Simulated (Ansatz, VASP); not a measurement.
## PtSe2: VASP beside Ansatz

```
Pt Se
1.0
     3.97676    0.00000    0.00000
    -1.98838    3.24903    0.00000
     0.00000    0.00000    6.52688
Pt Se
1 2
Cartesian
  0.0000 0.0000 0.0000
  0.0000 2.1660 1.3066
  1.9884 1.0830 5.2203
```

Change from the starting cell: strain +0.0600 x Voigt [1, 0, 0, 0, 0, 0], atoms carried along.

Alike in both runs: task single point; functional PBE; k mesh 12 × 12 × 4; occupations gaussian, width 0.05 eV; no spin polarisation.

```csv
,VASP,Ansatz
version,VASP 6.6.1,Ansatz 0.2.0
potentials or method,"VASP PAW PBE potentials, release 64 (Pt, Se), cutoff 520 eV","scalar-relativistic, plane waves, PAW"
valence electrons in the cell,22,50
```

```csv
,VASP,Ansatz,Ansatz less VASP
gap on the k mesh at the Fermi level (eV),0.59,0.60,+0.010
least direct gap on the mesh (eV),0.78,0.80,+0.012
pressure (GPa),-4.9,-4.8,+0.04
"traceless stress, the component that is largest in VASP (GPa)",-3.72,-3.72,+0.002
rms of the force components (eV/Å),0.283,0.281,-0.0020
```

Atom by atom the forces differ by 0.002 eV/Å (rms over components). VASP's potentials hold 22 valence electrons a cell and Ansatz's 50, so a difference there can come from the potentials and not from the codes.

Spin-orbit coupling is off throughout.
